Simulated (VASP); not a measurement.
# C (R-3m) in VASP: single point with HSE06

Aim: the single point of C with HSE06.

All numbers are computed with VASP 6.6.1; they aren't measurements. Logs are shortened: lines on timing, memory, paths and dates and some standing lists are left out, and cuts for length are marked.

**1. The cell of the first run**

Symmetry: R-3m, No. 166, trigonal system. The conventional cell has a = 2.543 Å, b = 2.543 Å, c = 6.161 Å, α = 90.00°, β = 90.00°, γ = 120.00°. Within 2.1 Å of C (site symmetry 3m) lie 4 C at 1.54 to 1.55 Å.

**2. Single point, HSE06 (epitaxial 111 strain +1.0%)**

POSCAR

```
C
1.0
   -0.0129763838      1.7849490001      1.7849490001
    1.7849490001     -0.0129763838      1.7849490001
    1.7849490001      1.7849490001     -0.0129763838
C
2
Direct
   -0.0000464490     -0.0000464490     -0.0000464490
    0.2500464490      0.2500464490      0.2500464490
```

INCAR.step1

```
SYSTEM = C
PREC     = Accurate       ! precision mode
ENCUT    = 520            ! plane-wave cutoff, eV
EDIFF    = 1E-5           ! SCF threshold, eV
ISMEAR   = 0              ! smearing method
SIGMA    = 0.01           ! smearing width, eV
LREAL    = .FALSE.        ! projectors in reciprocal space
LASPH    = .TRUE.         ! aspherical terms in the spheres
NELM     = 80             ! most SCF steps
ALGO     = Normal         ! electronic algorithm
ISIF     = 2              ! what is computed and relaxed
LWAVE    = .TRUE.         ! write WAVECAR
NBANDS   = 11             ! bands
GGA      = PE             ! functional
```

INCAR.step2

```
SYSTEM = C
PREC     = Accurate       ! precision mode
ENCUT    = 520            ! plane-wave cutoff, eV
EDIFF    = 1E-6           ! SCF threshold, eV
ISMEAR   = 0              ! smearing method
SIGMA    = 0.01           ! smearing width, eV
LREAL    = .FALSE.        ! projectors in reciprocal space
LASPH    = .TRUE.         ! aspherical terms in the spheres
NELM     = 80             ! most SCF steps
ALGO     = Normal         ! electronic algorithm
ISIF     = 2              ! what is computed and relaxed
LWAVE    = .FALSE.        ! write WAVECAR
LCHARG   = .TRUE.         ! write CHGCAR
GGA      = PE             ! functional
LHFCALC  = .TRUE.         ! exact exchange
HFSCREEN = 0.2079         ! screening, 1/A
PRECFOCK = Normal       
LELF     = .TRUE.         ! ELF
LVHAR    = .TRUE.       
NBANDS   = 11             ! bands
ISTART   = 1
```

KPOINTS

```
regular mesh
0
G
  8 8 8
  0 0 0
```

Potentials or basis: VASP PAW PBE potentials, release 64 (C).

On the command line:

```
> cat potpaw_PBE.64/C/POTCAR > POTCAR
> cp INCAR.step1 INCAR
> mpirun -np 1 vasp_std > vasp.out
> cp INCAR.step2 INCAR
> mpirun -np 1 vasp_std > vasp.out
```

OUTCAR:

```text
SYSTEM = C
   PREC = Accurate
   ENCUT = 520
   EDIFF = 1E-6
   ISMEAR = 0
   LREAL = .FALSE.
   LASPH = .TRUE.
   NELM = 80
   ISIF = 2
   GGA = PE
   LHFCALC = .TRUE.
   HFSCREEN = 0.2079
   PRECFOCK = Normal
   ISTART = 1

 ion  position               nearest neighbor table
   1  1.000  1.000  1.000-   2 1.54   2 1.55   2 1.55   2 1.55
   2  0.250  0.250  0.250-   1 1.54   1 1.55   1 1.55   1 1.55

  LATTYP: Found a trigonal (rhomboedric) cell.
 ALAT       =     2.5243324370
 COS(alpha) =     0.4927170891

  Lattice vectors:

 A1 = (  -0.0129763838,   1.7849490001,   1.7849490001)
 A2 = (   1.7849490001,  -0.0129763838,   1.7849490001)
 A3 = (   1.7849490001,   1.7849490001,  -0.0129763838)

Analysis of symmetry for initial positions (statically):
=====================================================================
 Subroutine PRICEL returns:
 Original cell was already a primitive cell.

 Routine SETGRP: Setting up the symmetry group for a
 trigonal (rhombohedral) supercell.

 Subroutine GETGRP returns: Found 12 space group operations
 (whereof  6 operations were pure point group operations)
 out of a pool of 12 trial point group operations.

The static configuration has the point symmetry C_3v.
 The point group associated with its full space group is D_3d.

Analysis of symmetry for dynamics (positions and initial velocities):
=====================================================================
 Subroutine PRICEL returns:
 Original cell was already a primitive cell.

 Routine SETGRP: Setting up the symmetry group for a
 trigonal (rhombohedral) supercell.

 Subroutine GETGRP returns: Found 12 space group operations
 (whereof  6 operations were pure point group operations)
 out of a pool of 12 trial point group operations.

The dynamic configuration has the point symmetry C_3v.
 The point group associated with its full space group is D_3d.

 Subroutine INISYM returns: Found 12 space group operations
 (whereof  6 operations are pure point group operations),
 and found     1 'primitive' translations

----------------------------------------------------------------------------------------

                                     Primitive cell

  volume of cell :      11.4979

  direct lattice vectors                    reciprocal lattice vectors
    -0.012976384  1.784949000  1.784949000    -0.277083744  0.279112864  0.279112864
     1.784949000 -0.012976384  1.784949000     0.279112864 -0.277083744  0.279112864
     1.784949000  1.784949000 -0.012976384     0.279112864  0.279112864 -0.277083744

  length of vectors
     2.524332437  2.524332437  2.524332437     0.482268994  0.482268994  0.482268994

  position of ions in fractional coordinates (direct lattice)
     0.999953551  0.999953551  0.999953551
     0.250046449  0.250046449  0.250046449

  ion indices of the primitive-cell ions
   primitive index   ion index
                 1           1
                 2           2

----------------------------------------------------------------------------------------

 KPOINTS: regular mesh

Automatic generation of k-mesh.
 Grid dimensions read from file:
 generate k-points for:    8    8    8

 Generating k-lattice:

  Cartesian coordinates                     Fractional coordinates (reciprocal lattice)
    -0.034635468  0.034889108  0.034889108     0.125000000  0.000000000  0.000000000
     0.034889108 -0.034635468  0.034889108     0.000000000  0.125000000  0.000000000
     0.034889108  0.034889108 -0.034635468     0.000000000  0.000000000  0.125000000

  Length of vectors
     0.060283624  0.060283624  0.060283624

  Shift w.r.t. Gamma in fractional coordinates (k-lattice)
     0.000000000  0.000000000  0.000000000

 Subroutine IBZKPT returns following result:
 ===========================================

 Found     65 irreducible k-points:

 Following reciprocal coordinates:
            Coordinates               Weight
  0.000000  0.000000  0.000000      1.000000
  0.125000 -0.000000 -0.000000      6.000000
  0.250000 -0.000000 -0.000000      6.000000
  0.375000  0.000000 -0.000000      6.000000
  0.500000 -0.000000 -0.000000      3.000000
  0.125000  0.125000 -0.000000      6.000000
[... 16 lines left out ...]
  0.250000  0.125000  0.125000      6.000000
  0.375000  0.125000  0.125000      6.000000
 [... further k-points ...]
   k-points           NKPTS =     65   k-points in BZ     NKDIM =    512   number of bands    NBANDS=     11
   number of dos      NEDOS =    301   number of ions     NIONS =      2
   total plane-waves  NPLWV =   8000
   dimension x,y,z NGX =    20 NGY =   20 NGZ =   20
   dimension x,y,z NGXF=    40 NGYF=   40 NGZF=   40
   ions per type =               2
   NGX,Y,Z   is equivalent  to a cutoff of  13.17, 13.17, 13.17 a.u.
   NGXF,Y,Z  is equivalent  to a cutoff of  26.34, 26.34, 26.34 a.u.
 SYSTEM =  C
   PREC   = accura    normal or accurate (medium, high low for compatibility)
   ISTART =      1    job   : 0-new  1-cont  2-samecut
   ICHARG =      0    charge: 1-file 2-atom 10-const
   ISPIN  =      1    spin polarized calculation?
   LNONCOLLINEAR =      F non collinear calculations
   LSORBIT =      F    spin-orbit coupling
   LASPH  =      T    aspherical Exc in radial PAW
   ENCUT  =  520.0 eV  38.22 Ry    6.18 a.u.   4.69  4.69  4.69*2*pi/ulx,y,z
   NELM   =     80;   NELMIN=  2; NELMDL=  0     # of ELM steps
   EDIFF  = 0.1E-05   stopping-criterion for ELM
   LREAL  =      F    real-space projection
   EDIFFG = 0.1E-04   stopping-criterion for IOM
   NSW    =      0    number of steps for IOM
   IBRION =     -1    ionic relax: 0-MD 1-quasi-New 2-CG
   NFREE  =      0    steps in history (QN), initial steepest desc. (CG)
   ISIF   =      2    stress and relaxation
   ISYM   =      3    0-nonsym 1-usesym 2-fastsym
   POTIM  = 0.5000    time-step for ionic-motion
   TEBEG  =    0.0;   TEEND  =   0.0 temperature during run
   PSTRESS=    0.0 pullay stress
   NELECT =       8.0000    total number of electrons
   NUPDOWN=      -1.0000    fix difference up-down
   EMIN   =  10.00;   EMAX   =-10.00  energy-range for DOS
   EFERMI =   0.00;   METHOD = LEGACY
   ISMEAR =     0;   SIGMA  =   0.01  broadening in eV -4-tet -1-fermi 0-gaus
   EFERMI_NEDOS =   21; number of points for ismear=-14 and -15
   IALGO  =     38    algorithm
   IMIX   =      1    mixing-type and parameters
     AMIX     =   0.40;   BMIX     =  1.00
     AMIX_MAG =   1.60;   BMIX_MAG =  1.00
  volume/ion in A,a.u.               =       5.75        38.80
  Fermi-wavevector in a.u.,A,eV,Ry     =   1.450660  2.741350 28.632294  2.104414
  Thomas-Fermi vector in A             =   2.568246
   LORBIT       =      0    0 simple, 1 ext, 2 COOP (PROOUT), +10 PAW based schemes
   GGA     = PE    functional components
   LHFCALC =     T    Hartree Fock is set to
   PRECFOCK=normal    Normal, Fast or Accurate (Low or Medium for compatibility)
   ENCUT4O =  -1.0   cutoff for four orbital integrals eV
   NKREDX  =     1    reduce k-point grid by
   NKREDY  =     1    reduce k-point grid by
   NKREDZ  =     1    reduce k-point grid by
   AEXX    =    0.2500 exact exchange contribution
   HFSCREEN=    0.2079 screening length (either q_TF or 0.3 A-1)
   HFSCREENC=   0.2079 screening length for correlation (either q_TF or 0.3 A-1)
   ENCUTFOCK=  -1.0 apply spherical cutoff to Coloumb kernel
   IVDW    =     0    specifies the selected vdW correction
   LEPSILON=     F    determine dielectric tensor
   LRPA    =     F    only Hartree local field effects (RPA)
 non-spin polarized calculation
 Gauss-broadening in eV      SIGMA  =   0.01
  energy-cutoff  :      520.00
  volume of cell :       11.50
 maximum number of plane-waves:       325
  NGX = 16; NGY = 16; NGZ = 16

 number of electron       8.0000000 magnetization

 Free energy of the ion-electron system (eV)
  ---------------------------------------------------
  ext. energy  EPLUGINS =         0.00000000
  ---------------------------------------------------
  free energy    TOTEN  =       -21.03570454 eV

  energy without entropy =      -21.03570454  energy(sigma->0) =      -21.03570454

 E-fermi :   8.9730     XC(G=0): -10.7716

 val. band max:        8.9211861405   @ k =   0.0000   0.0000   0.0000
 cond. band min:      14.1597067060   @ k =   0.3750   0.3750   0.0000
 fundamental gap:      5.2385205655
 Fermi energy:         8.9729642167

 k-point     1 :       0.0000    0.0000    0.0000
  band No.  band energies     occupation
      1     -14.4260      2.00000
      2       8.9198      2.00000
      3       8.9198      2.00000
      4       8.9212      2.00000
      5      15.7383      0.00000
      6      15.7383      0.00000
      7      16.0652      0.00000
      8      23.8697      0.00000
      9      29.5854      0.00000
     10      37.0637      0.00000
     11      37.0637      0.00000

 k-point     2 :       0.1250   -0.0000   -0.0000
  band No.  band energies     occupation
      1     -13.9650      2.00000
      2       6.3087      2.00000
      3       8.2467      2.00000
      4       8.2485      2.00000
      5      16.6408      0.00000
      6      16.8746      0.00000
      7      17.1721      0.00000
      8      24.2850      0.00000
      9      30.3149      0.00000
     10      33.8626      0.00000
     11      34.0414      0.00000

 k-point     3 :       0.2500   -0.0000   -0.0000
  band No.  band energies     occupation
      1     -12.5963      2.00000
      2       1.7355      2.00000
      3       7.0730      2.00000
      4       7.0849      2.00000
      5      18.0796      0.00000
      6      18.2547      0.00000
      7      18.5357      0.00000
      8      25.3385      0.00000
      9      31.1967      0.00000
     10      32.7296      0.00000
     11      33.0375      0.00000

 k-point     4 :       0.3750    0.0000   -0.0000
  band No.  band energies     occupation
      1     -10.3995      2.00000
      2      -2.6986      2.00000
      3       6.2119      2.00000
      4       6.2421      2.00000
      5      18.7136      0.00000
      6      18.8303      0.00000
      7      19.1254      0.00000
      8      26.2116      0.00000
      9      31.7478      0.00000
     10      34.4116      0.00000
     11      34.8236      0.00000
[... 239 lines left out ...]
 k-point    22 :       0.1250    0.1250    0.1250
  band No.  band energies     occupation
      1     -13.9553      2.00000
      2       6.4270      2.00000
      3       8.2033      2.00000
      4       8.2033      2.00000
      5      16.6849      0.00000
      6      16.6849      0.00000
      7      17.1631      0.00000
      8      24.3187      0.00000
      9      30.3412      0.00000
     10      33.8157      0.00000
     11      33.8157      0.00000

 k-point    23 :       0.2500    0.1250    0.1250
  band No.  band energies     occupation
      1     -13.1851      2.00000
      2       4.5766      2.00000
      3       5.5208      2.00000
      4       8.1009      2.00000
      5      17.0153      0.00000
      6      18.3830      0.00000
      7      18.5142      0.00000
      8      24.3951      0.00000
      9      31.0411      0.00000
     10      31.2340      0.00000
     11      33.7199      0.00000

 k-point    24 :       0.3750    0.1250    0.1250
  band No.  band energies     occupation
      1     -11.5262      2.00000
      2       0.4136      2.00000
      3       4.3135      2.00000
      4       6.9583      2.00000
      5      18.4862      0.00000
      6      18.9795      0.00000
      7      20.0850      0.00000
      8      24.7011      0.00000
      9      30.7724      0.00000
     10      31.7250      0.00000
     11      34.6556      0.00000

 [... further k-points ...]

------------------------ aborting loop because EDIFF is reached ----------------------------------------

  FORCE on cell =-STRESS in cart. coord.  units (eV):
  Direction    XX          YY          ZZ          XY          YZ          ZX
  --------------------------------------------------------------------------------------
  -------------------------------------------------------------------------------------
  Total       -0.9404163     -0.9404163     -0.9404163      0.2988513      0.2988513      0.2988513
  in kB     -131.0427800   -131.0427800   -131.0427800     41.6435874     41.6435874     41.6435874
  external PRESSURE =    -131.0427800 kB  Pullay stress =       0.0000000 kB

 VOLUME and BASIS-vectors are now :
 -----------------------------------------------------------------------------
  energy-cutoff  :      520.00
  volume of cell :       11.50
      direct lattice vectors                 reciprocal lattice vectors
    -0.012976384  1.784949000  1.784949000    -0.277083744  0.279112864  0.279112864
     1.784949000 -0.012976384  1.784949000     0.279112864 -0.277083744  0.279112864
     1.784949000  1.784949000 -0.012976384     0.279112864  0.279112864 -0.277083744

 POSITION                                       TOTAL-FORCE (eV/Angst)
 -----------------------------------------------------------------------------------
      3.55676      3.55676      3.55676        -0.010298     -0.010298     -0.010298
      0.88940      0.88940      0.88940         0.010298      0.010298      0.010298
 -----------------------------------------------------------------------------------
    total drift:                               -0.000000     -0.000000     -0.000000

  FREE ENERGIE OF THE ION-ELECTRON SYSTEM (eV)
  ---------------------------------------------------
  free  energy   TOTEN  =       -21.0357045356 eV

  energy  without entropy=      -21.0357045356  energy(sigma->0) =      -21.03570454
```

Run time: 36 min. Hardware: 1 thread of Intel Xeon 8259CL, shared host; peak memory 0.23 GiB.

What came out:

```yaml
Free_energy: -21.0357 eV
Pressure: -13.1 GPa
Largest_force: 0.018 eV/Å
Band_gap_on_the_k_mesh: 5.24 eV (least direct gap 6.82 eV)
```

Forces on the atoms (eV/Å):
```
C   -0.010 -0.010 -0.010
C    0.010  0.010  0.010
```

Caveat: the cell differs from its parent crystal (epitaxial 111 strain +1.0%); the cell stands under tension; the PAW data sets were made with another functional, which shifts forces and pressure a little. A k mesh can miss the band edges.
